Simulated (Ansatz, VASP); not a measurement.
## SnO2: VASP beside Ansatz

```
Sn O
1.0
     3.21129    0.00000    0.00000
    -1.60565    2.78106    0.00000
     0.00000    0.00000   10.33668
Sn O
2 4
Cartesian
  -0.4175 -0.6261 5.1683
  0.4175 0.6261 0.0000
  1.1829 0.2930 4.1538
  2.0283 1.5610 1.0145
  -0.4227 1.2200 6.1829
  0.4227 2.4880 9.3222
```

Change from the starting cell: mode 1 frozen in at -0.423 Å and mode 2 at -0.634 Å (largest displacements).

Alike in both runs: task single point; functional PBE; dispersion D3(BJ); k mesh 12 × 12 × 4; occupations gaussian, width 0.05 eV; no spin polarisation.

```csv
,VASP,Ansatz
version,VASP 6.6.1,Ansatz 0.2.0
potentials or method,"VASP PAW PBE potentials, release 64 (Sn_d, O), cutoff 520 eV","scalar-relativistic, plane waves, PAW"
valence electrons in the cell,52,52
```

```tsv
	VASP	Ansatz	Ansatz less VASP
gap on the k mesh at the Fermi level (eV)	2.19	2.21	+0.022
least direct gap on the mesh (eV)	2.50	2.51	+0.015
pressure (GPa)	0.3	-0.3	-0.58
traceless stress, the component that is largest in VASP (GPa)	-1.40	-1.05	+0.351
rms of the force components (eV/Å)	0.074	0.058	-0.0159
```

Atom by atom the forces differ by 0.027 eV/Å (rms over components).
